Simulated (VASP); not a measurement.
# ScBiTe3 (Pm-3m) in VASP: notebook, part 2 of 2

VASP 6.6.1. Earlier steps stand in the parts before.

**4. Single point, PBE**

This run uses another cell than the first one, of 33.81 Å³/atom.

The input, INCAR:

```
SYSTEM = ScBiTe3
ALGO     = Fast           ! electronic algorithm
EDIFF    = 1E-6           ! SCF threshold, eV
ENCUT    = 520            ! plane-wave cutoff, eV
GGA      = PE             ! functional
ISIF     = 2              ! what is computed and relaxed
ISMEAR   = 0              ! smearing method
LASPH    = .True.         ! aspherical terms in the spheres
LCHARG   = .False.        ! write CHGCAR
LREAL    = .False.        ! projectors in reciprocal space
LWAVE    = .False.        ! write WAVECAR
NBANDS   = 30             ! bands
NELM     = 100            ! most SCF steps
PREC     = Accurate       ! precision mode
SIGMA    = 0.1            ! smearing width, eV
```

The input, KPOINTS:

```
k-points
0
Gamma
  8 8 8
  0 0 0
```

The input, POSCAR:

```
ScBiTe3
1.0
    5.5291193826      0.0000000000      0.0000000000
    0.0000000000      5.5291193826      0.0000000000
    0.0000000000      0.0000000000      5.5291193826
Sc Bi Te
1 1 3
Direct
    0.5000000000      0.5000000000      0.5000000000
    0.0000000000      0.0000000000      0.0000000000
    0.0000000000      0.5000000000      0.5000000000
    0.5000000000      0.0000000000      0.5000000000
    0.5000000000      0.5000000000      0.0000000000
```

Potentials or basis: VASP PAW PBE potentials, release 64 (Sc_sv, Bi_d, Te).

Started as:

```sh
> cat potpaw_PBE.64/Sc_sv/POTCAR potpaw_PBE.64/Bi_d/POTCAR potpaw_PBE.64/Te/POTCAR > POTCAR
> mpirun -np 1 vasp_std > vasp.out
```

OUTCAR:

```text
SYSTEM = ScBiTe3
   EDIFF = 1E-6
   ENCUT = 520
   GGA = PE
   ISIF = 2
   ISMEAR = 0
   LASPH = .True.
   LREAL = .False.
   NELM = 100
   PREC = Accurate

 ion  position               nearest neighbor table
   1  0.500  0.500  0.500-   3 2.76   4 2.76   5 2.76   5 2.76   4 2.76   3 2.76
   2  0.000  0.000  0.000-
   3  0.000  0.500  0.500-   1 2.76   1 2.76
   4  0.500  0.000  0.500-   1 2.76   1 2.76
   5  0.500  0.500  0.000-   1 2.76   1 2.76

  LATTYP: Found a simple cubic cell.
 ALAT       =     5.5291193826

  Lattice vectors:

 A1 = (   5.5291193826,   0.0000000000,   0.0000000000)
 A2 = (   0.0000000000,   5.5291193826,   0.0000000000)
 A3 = (   0.0000000000,   0.0000000000,   5.5291193826)

Analysis of symmetry for initial positions (statically):
=====================================================================
 Subroutine PRICEL returns:
 Original cell was already a primitive cell.

 Routine SETGRP: Setting up the symmetry group for a
 simple cubic supercell.

 Subroutine GETGRP returns: Found 48 space group operations
 (whereof 48 operations were pure point group operations)
 out of a pool of 48 trial point group operations.

The static configuration has the point symmetry O_h .

Analysis of symmetry for dynamics (positions and initial velocities):
=====================================================================
 Subroutine PRICEL returns:
 Original cell was already a primitive cell.

 Routine SETGRP: Setting up the symmetry group for a
 simple cubic supercell.

 Subroutine GETGRP returns: Found 48 space group operations
 (whereof 48 operations were pure point group operations)
 out of a pool of 48 trial point group operations.

The dynamic configuration has the point symmetry O_h .

 Subroutine INISYM returns: Found 48 space group operations
 (whereof 48 operations are pure point group operations),
 and found     1 'primitive' translations

----------------------------------------------------------------------------------------

                                     Primitive cell

  volume of cell :     169.0316

  direct lattice vectors                    reciprocal lattice vectors
     5.529119383  0.000000000  0.000000000     0.180860627  0.000000000  0.000000000
     0.000000000  5.529119383  0.000000000     0.000000000  0.180860627  0.000000000
     0.000000000  0.000000000  5.529119383     0.000000000  0.000000000  0.180860627

  length of vectors
     5.529119383  5.529119383  5.529119383     0.180860627  0.180860627  0.180860627

  position of ions in fractional coordinates (direct lattice)
     0.500000000  0.500000000  0.500000000
     0.000000000  0.000000000  0.000000000
     0.000000000  0.500000000  0.500000000
     0.500000000  0.000000000  0.500000000
     0.500000000  0.500000000  0.000000000

  ion indices of the primitive-cell ions
   primitive index   ion index
                 1           1
                 2           2
                 3           3
                 4           4
                 5           5

----------------------------------------------------------------------------------------

 KPOINTS: k-points

Automatic generation of k-mesh.
 Grid dimensions read from file:
 generate k-points for:    8    8    8

[... 21 lines left out ...]
  0.125000  0.000000  0.000000      6.000000
  0.250000  0.000000  0.000000      6.000000
  0.375000  0.000000  0.000000      6.000000
  0.500000  0.000000  0.000000      3.000000
  0.125000  0.125000  0.000000     12.000000
[... 16 lines left out ...]
  0.375000  0.375000  0.125000     24.000000
  0.500000  0.375000  0.125000     24.000000
 [... further k-points ...]
   k-points           NKPTS =     35   k-points in BZ     NKDIM =     35   number of bands    NBANDS=     30
   number of dos      NEDOS =    301   number of ions     NIONS =      5
   total plane-waves  NPLWV =  74088
   dimension x,y,z NGX =    42 NGY =   42 NGZ =   42
   dimension x,y,z NGXF=    84 NGYF=   84 NGZF=   84
   ions per type =               1   1   3
   NGX,Y,Z   is equivalent  to a cutoff of  12.63, 12.63, 12.63 a.u.
   NGXF,Y,Z  is equivalent  to a cutoff of  25.26, 25.26, 25.26 a.u.
 SYSTEM =  ScBiTe3
   PREC   = accura    normal or accurate (medium, high low for compatibility)
   ISTART =      0    job   : 0-new  1-cont  2-samecut
   ICHARG =      2    charge: 1-file 2-atom 10-const
   ISPIN  =      1    spin polarized calculation?
   LNONCOLLINEAR =      F non collinear calculations
   LSORBIT =      F    spin-orbit coupling
   LASPH  =      T    aspherical Exc in radial PAW
   ENCUT  =  520.0 eV  38.22 Ry    6.18 a.u.  10.28 10.28 10.28*2*pi/ulx,y,z
   NELM   =    100;   NELMIN=  2; NELMDL= -5     # of ELM steps
   EDIFF  = 0.1E-05   stopping-criterion for ELM
   LREAL  =      F    real-space projection
   EDIFFG = 0.1E-04   stopping-criterion for IOM
   NSW    =      0    number of steps for IOM
   IBRION =     -1    ionic relax: 0-MD 1-quasi-New 2-CG
   NFREE  =      0    steps in history (QN), initial steepest desc. (CG)
   ISIF   =      2    stress and relaxation
   ISYM   =      2    0-nonsym 1-usesym 2-fastsym
   POTIM  = 0.5000    time-step for ionic-motion
   TEBEG  =    0.0;   TEEND  =   0.0 temperature during run
   PSTRESS=    0.0 pullay stress
   NELECT =      44.0000    total number of electrons
   NUPDOWN=      -1.0000    fix difference up-down
   EMIN   =  10.00;   EMAX   =-10.00  energy-range for DOS
   EFERMI =   0.00;   METHOD = LEGACY
   ISMEAR =     0;   SIGMA  =   0.10  broadening in eV -4-tet -1-fermi 0-gaus
   EFERMI_NEDOS =   21; number of points for ismear=-14 and -15
   IALGO  =     68    algorithm
   IMIX   =      4    mixing-type and parameters
     AMIX     =   0.40;   BMIX     =  1.00
     AMIX_MAG =   1.60;   BMIX_MAG =  1.00
  volume/ion in A,a.u.               =      33.81       228.14
  Fermi-wavevector in a.u.,A,eV,Ry     =   1.045289  1.975310 14.866124  1.092629
  Thomas-Fermi vector in A             =   2.180078
   LORBIT       =      0    0 simple, 1 ext, 2 COOP (PROOUT), +10 PAW based schemes
   GGA     = PE    functional components
   LHFCALC =     F    Hartree Fock is set to
   AEXX    =    0.0000 exact exchange contribution
   IVDW    =     0    specifies the selected vdW correction
   LEPSILON=     F    determine dielectric tensor
   LRPA    =     F    only Hartree local field effects (RPA)
 non-spin polarized calculation
 RMM-DIIS sequential band-by-band and
 Gauss-broadening in eV      SIGMA  =   0.10
  energy-cutoff  :      520.00
  volume of cell :      169.03
 maximum number of plane-waves:      4632
 NGX is ok and might be reduce to    42
   NGX = 21   NGY = 21   NGZ = 21

 number of electron      44.0000003 magnetization

 Free energy of the ion-electron system (eV)
  ---------------------------------------------------
  ext. energy  EPLUGINS =         0.00000000
  ---------------------------------------------------
  free energy    TOTEN  =       -20.40647681 eV

  energy without entropy =      -20.38665416  energy(sigma->0) =      -20.39656549

 E-fermi :   4.8548     XC(G=0):  -9.1179

 val. band max:        4.8457104776   @ k =   0.3750   0.3750   0.1250
 cond. band min:       4.8819245845   @ k =   0.2500   0.2500   0.0000
 fundamental gap:      0.0362141069
 Fermi energy:         4.8547597562

 k-point     1 :       0.0000    0.0000    0.0000
  band No.  band energies     occupation
      1     -44.6544      2.00000
      2     -23.3371      2.00000
      3     -23.3371      2.00000
      4     -23.3371      2.00000
      5     -18.4999      2.00000
      6     -18.4999      2.00000
[... 781 lines left out ...]
     29       7.8127      0.00000
     30       9.8721      0.00000

 [... further k-points ...]

------------------------ aborting loop because EDIFF is reached ----------------------------------------

  FORCE on cell =-STRESS in cart. coord.  units (eV):
  Direction    XX          YY          ZZ          XY          YZ          ZX
  --------------------------------------------------------------------------------------
  -------------------------------------------------------------------------------------
  Total        0.0418770      0.0418770      0.0418770     -0.0000000      0.0000000     -0.0000000
  in kB        0.3969341      0.3969341      0.3969341     -0.0000000      0.0000000     -0.0000000
  external PRESSURE =       0.3969341 kB  Pullay stress =       0.0000000 kB

 VOLUME and BASIS-vectors are now :
 -----------------------------------------------------------------------------
  energy-cutoff  :      520.00
  volume of cell :      169.03
      direct lattice vectors                 reciprocal lattice vectors
     5.529119383  0.000000000  0.000000000     0.180860627  0.000000000  0.000000000
     0.000000000  5.529119383  0.000000000     0.000000000  0.180860627  0.000000000
     0.000000000  0.000000000  5.529119383     0.000000000  0.000000000  0.180860627

 POSITION                                       TOTAL-FORCE (eV/Angst)
 -----------------------------------------------------------------------------------
      2.76456      2.76456      2.76456         0.000000      0.000000      0.000000
      0.00000      0.00000      0.00000         0.000000      0.000000      0.000000
      0.00000      2.76456      2.76456         0.000000      0.000000      0.000000
      2.76456      0.00000      2.76456         0.000000      0.000000      0.000000
      2.76456      2.76456      0.00000         0.000000      0.000000      0.000000
 -----------------------------------------------------------------------------------
    total drift:                                0.000000     -0.000000     -0.000000

  FREE ENERGIE OF THE ION-ELECTRON SYSTEM (eV)
  ---------------------------------------------------
  free  energy   TOTEN  =       -20.4064768095 eV

  energy  without entropy=      -20.3866541634  energy(sigma->0) =      -20.39656549
```

Wall time 6.2 min (1 thread of Oxide Virtual Turin-like, shared host); peak memory 0.34 GiB.

What came out:

```yaml
Free_energy: -20.4065 eV
Pressure: 0.0 GPa
Band_gap_on_the_k_mesh: zero (bands 22 and 23 overlap by 0.84 eV)
```

Levels at points of the mesh, in eV from the Fermi level:
```csv
k point,band 18,band 19,band 20,band 21,band 22,band 23,band 24,band 25,band 26,band 27
"(0.00, 0.00, 0.00)",-0.82,-0.82,-0.69,-0.69,-0.69,0.99,0.99,0.99,1.75,1.75
"(0.50, 0.00, 0.00)",-2.52,-1.51,-1.35,-0.57,-0.23,-0.23,0.53,0.53,1.05,2.36
"(0.50, 0.50, 0.00)",-2.31,-2.16,-1.98,-1.98,-0.62,0.57,1.28,1.28,2.53,2.53
"(0.50, 0.50, 0.50)",-2.29,-2.29,0.61,0.61,0.61,0.94,0.94,0.94,3.26,3.26
```

Caveat: spin-orbit coupling is left out, which moves the levels of the heavy elements.

**5. Relaxation of cell and atoms, PBE**

The input, INCAR:

```
PREC = Accurate
ENCUT = 600
EDIFF = 1E-7
ISMEAR = 0
SIGMA = 0.1
LREAL = False
LASPH = True
NELM = 60
ALGO = Normal
ISIF = 3
LWAVE = False
LCHARG = False
GGA = PE
IBRION = 2
NSW = 90
EDIFFG = -0.04
```

The input, KPOINTS:

```
Automatic mesh
0
Gamma
  4 4 4
```

POSCAR: that of step 4 with these lines changed.

```diff
@@ -2,5 +2,5 @@
 1.0
-    5.5291193826      0.0000000000      0.0000000000
-    0.0000000000      5.5291193826      0.0000000000
-    0.0000000000      0.0000000000      5.5291193826
+    5.3472960100      0.0000000000      0.0000000000
+    0.0000000000      5.3472960100      0.0000000000
+    0.0000000000      0.0000000000      5.3472960100
 Sc Bi Te
```

Started as:

```sh
> cat potpaw_PBE.64/Sc_sv/POTCAR potpaw_PBE.64/Bi_d/POTCAR potpaw_PBE.64/Te/POTCAR > POTCAR
> mpirun -np 1 vasp_std > vasp.out
```

Wall time 4.3 min (1 thread of Oxide Virtual Turin-like, shared host); peak memory 0.33 GiB.

It converged, with:

| Item | Value |
| --- | --- |
| Free energy | -20.3838 eV |
| Relaxed volume | 33.96 Å³/atom |
| Relaxed cell | a = 5.537 Å, b = 5.537 Å, c = 5.537 Å, α = 90.00°, β = 90.00°, γ = 90.00° |
| Space group after relaxing (to 0.1 Å) | Pm-3m (No. 221) |
| Energy gained by relaxing | 53.0 meV/atom |
| Ionic steps | 3 |
| Pressure after relaxing | 0.0 GPa |
| Band gap on the k mesh | zero (bands 22 and 23 overlap by 0.84 eV) |

The path:
```tsv
step	energy change (eV)	largest force (eV/Å)	pressure (GPa)	volume (Å³)
1	0.0000	0.0000	5.49	152.90
2	-0.2260	0.0000	-1.62	177.30
3	-0.2652	0.0000	0.01	169.80
```

Final structure:
```
Sc Bi Te
1.0
     5.53750    0.00000    0.00000
     0.00000    5.53750    0.00000
     0.00000    0.00000    5.53750
Sc Bi Te
1 1 3
Cartesian
  2.7687 2.7687 2.7687
  0.0000 0.0000 0.0000
  0.0000 2.7687 2.7687
  2.7687 0.0000 2.7687
  2.7687 2.7687 0.0000
```

Levels at points of the mesh, in eV from the Fermi level:
```tsv
k point	band 20	band 21	band 22	band 23	band 24	band 25
(0.00, 0.00, 0.00)	-0.62	-0.62	-0.62	1.07	1.07	1.07
(0.50, 0.00, 0.00)	-1.23	-0.56	-0.13	-0.13	0.55	0.55
(0.50, 0.50, 0.00)	-1.87	-1.87	-0.60	0.68	1.31	1.31
(0.50, 0.50, 0.50)	0.71	0.71	0.71	0.96	0.96	0.96
```

Caveat: spin-orbit coupling is left out, which moves the levels of the heavy elements.

**6. Relaxation of cell and atoms, PBE**

This run uses another cell than the first one, of 34.09 Å³/atom.

The input, INCAR:

```
SYSTEM = ScBiTe3
ALGO = Fast
EDIFF = 1E-6
EDIFFG = -0.01
ENCUT = 600
GGA = PE
IBRION = 2
ISIF = 3
ISMEAR = 0
LASPH = .TRUE.
LCHARG = .FALSE.
LREAL = .FALSE.
LWAVE = .FALSE.
NELM = 100
NSW = 100
PREC = Accurate
SIGMA = 0.1
```

The input, KPOINTS:

```
k-points
0
G
  8 8 8
  0 0 0
```

POSCAR: that of step 5 with these lines changed.

```diff
@@ -2,5 +2,5 @@
 1.0
-    5.3472960100      0.0000000000      0.0000000000
-    0.0000000000      5.3472960100      0.0000000000
-    0.0000000000      0.0000000000      5.3472960100
+    5.5445890636      0.0000000000      0.0000000000
+    0.0000000000      5.5445890636      0.0000000000
+    0.0000000000      0.0000000000      5.5445890636
 Sc Bi Te
```

Potentials or basis: VASP PAW PBE potentials, release 64 (Sc_sv, Bi_d, Te).

Started as:

```sh
> cat potpaw_PBE.64/Sc_sv/POTCAR potpaw_PBE.64/Bi_d/POTCAR potpaw_PBE.64/Te/POTCAR > POTCAR
> mpirun -np 1 vasp_std > vasp.out
```

OUTCAR:

```text
SYSTEM = ScBiTe3
   EDIFF = 1E-6
   EDIFFG = -0.01
   ENCUT = 600
   GGA = PE
   IBRION = 2
   ISIF = 3
   ISMEAR = 0
   LASPH = .TRUE.
   LREAL = .FALSE.
   NELM = 100
   NSW = 100
   PREC = Accurate

 ion  position               nearest neighbor table
   1  0.500  0.500  0.500-   3 2.77   4 2.77   5 2.77   5 2.77   4 2.77   3 2.77
   2  0.000  0.000  0.000-
   3  0.000  0.500  0.500-   1 2.77   1 2.77
   4  0.500  0.000  0.500-   1 2.77   1 2.77
   5  0.500  0.500  0.000-   1 2.77   1 2.77

  LATTYP: Found a simple cubic cell.
 ALAT       =     5.5445890636

  Lattice vectors:

 A1 = (   5.5445890636,   0.0000000000,   0.0000000000)
 A2 = (   0.0000000000,   5.5445890636,   0.0000000000)
 A3 = (   0.0000000000,   0.0000000000,   5.5445890636)

Analysis of symmetry for initial positions (statically):
=====================================================================
 Subroutine PRICEL returns:
 Original cell was already a primitive cell.

 Routine SETGRP: Setting up the symmetry group for a
 simple cubic supercell.

 Subroutine GETGRP returns: Found 48 space group operations
[... 179 lines left out ...]
  Direction    XX          YY          ZZ          XY          YZ          ZX
  --------------------------------------------------------------------------------------
  -------------------------------------------------------------------------------------
  Total       -0.3049537     -0.3049537     -0.3049537      0.0000000     -0.0000000      0.0000000
  in kB       -2.8663975     -2.8663975     -2.8663975      0.0000000     -0.0000000      0.0000000
  external PRESSURE =      -2.8663975 kB  Pullay stress =       0.0000000 kB
[... 65 lines left out ...]
--------------------------------------- Ionic step        3  -------------------------------------------

 number of electron      43.9999991 magnetization

 Free energy of the ion-electron system (eV)
  ---------------------------------------------------
  ext. energy  EPLUGINS =         0.00000000
  ---------------------------------------------------
  free energy    TOTEN  =       -20.40674008 eV

  energy without entropy =      -20.38687918  energy(sigma->0) =      -20.39680963

 E-fermi :   4.8432     XC(G=0):  -9.1130

 val. band max:        4.8344235975   @ k =   0.3750   0.3750   0.1250
 cond. band min:       4.8702213881   @ k =   0.2500   0.2500   0.0000
 fundamental gap:      0.0357977906
 Fermi energy:         4.8431968510

 k-point     1 :       0.0000    0.0000    0.0000
  band No.  band energies     occupation
      1     -44.6688      2.00000
      2     -23.3514      2.00000
      3     -23.3514      2.00000
      4     -23.3514      2.00000
      5     -18.5117      2.00000
      6     -18.5117      2.00000
[... 685 lines left out ...]
     25       5.9846      0.00000
     26       7.3169      0.00000

 [... further k-points ...]

------------------------ aborting loop because EDIFF is reached ----------------------------------------

  FORCE on cell =-STRESS in cart. coord.  units (eV):
  Direction    XX          YY          ZZ          XY          YZ          ZX
  --------------------------------------------------------------------------------------
  -------------------------------------------------------------------------------------
  Total        0.0037741      0.0037741      0.0037741     -0.0000000      0.0000000      0.0000000
  in kB        0.0357325      0.0357325      0.0357325     -0.0000000      0.0000000      0.0000000
  external PRESSURE =       0.0357325 kB  Pullay stress =       0.0000000 kB
[... 20 lines left out ...]
  FREE ENERGIE OF THE ION-ELECTRON SYSTEM (eV)
  ---------------------------------------------------
  free  energy   TOTEN  =       -20.4067400815 eV

  energy  without entropy=      -20.3868791813  energy(sigma->0) =      -20.39680963

 reached required accuracy - stopping structural energy minimisation
```

Wall time 15 min (1 thread of Oxide Virtual Turin-like, shared host); peak memory 0.45 GiB.

What came out:

```yaml
Free_energy: -20.4067 eV
Relaxed_volume: 33.85 Å³/atom
Relaxed_cell: a = 5.531 Å, b = 5.531 Å, c = 5.531 Å, α = 90.00°, β = 90.00°, γ = 90.00°
Space_group_after_relaxing_to_0.1_Å: Pm-3m (No. 221)
Energy_gained_by_relaxing: 0.2 meV/atom
Ionic_steps: 3
Pressure_after_relaxing: 0.0 GPa
Band_gap_on_the_k_mesh: zero (bands 22 and 23 overlap by 0.83 eV)
```

The path:
```tsv
step	energy change (eV)	largest force (eV/Å)	pressure (GPa)	volume (Å³)
1	0.0000	0.0000	-0.29	170.45
2	-0.0011	0.0000	0.07	168.95
3	-0.0011	0.0000	0.00	169.23
```

Final structure:
```xyz
5
Lattice="5.5312 0.0000 0.0000 0.0000 5.5312 0.0000 0.0000 0.0000 5.5312" Properties=species:S:1:pos:R:3 pbc="T T T"
Sc    2.7656    2.7656    2.7656
Bi    0.0000    0.0000    0.0000
Te    0.0000    2.7656    2.7656
Te    2.7656    0.0000    2.7656
Te    2.7656    2.7656    0.0000
```

Caveat: spin-orbit coupling is left out, which moves the levels of the heavy elements.

**7. The runs side by side**

| task | cell | k mesh | cutoff (eV) | gap on the mesh (eV) | pressure (GPa) | relaxed volume (Å³/atom) |
| --- | --- | --- | --- | --- | --- | --- |
| single point | a = 5.347 Å, 5 atoms | 4 × 4 × 4 | 520 | none | 5.5 | - |
| single point | a = 5.545 Å, 5 atoms | 4 × 4 × 4 | 520 | none | -0.1 | - |
| single point | a = 5.529 Å, 5 atoms | 8 × 8 × 8 | 520 | none | 0.0 | - |
| relaxation of cell and atoms | relaxed from a = 5.347 Å, 5 atoms | 4 × 4 × 4 | 600 | none | 0.0 | 33.96 |
| relaxation of cell and atoms | relaxed from a = 5.545 Å, 5 atoms | 8 × 8 × 8 | 600 | none | 0.0 | 33.85 |

Alike in all rows: level PBE; potentials or basis VASP PAW PBE potentials, release 64 (Sc_sv, Bi_d, Te); no spin polarisation; smearing gaussian 0.1 eV.

Caveats: spin-orbit coupling is left out, which moves the levels of the heavy elements; the cell stands under pressure (at least some runs).

Total energies depend on the potentials used, so only differences within one code and one set of settings carry meaning.

The gap in the log of VASP goes by the Fermi energy; the results here count the filled bands.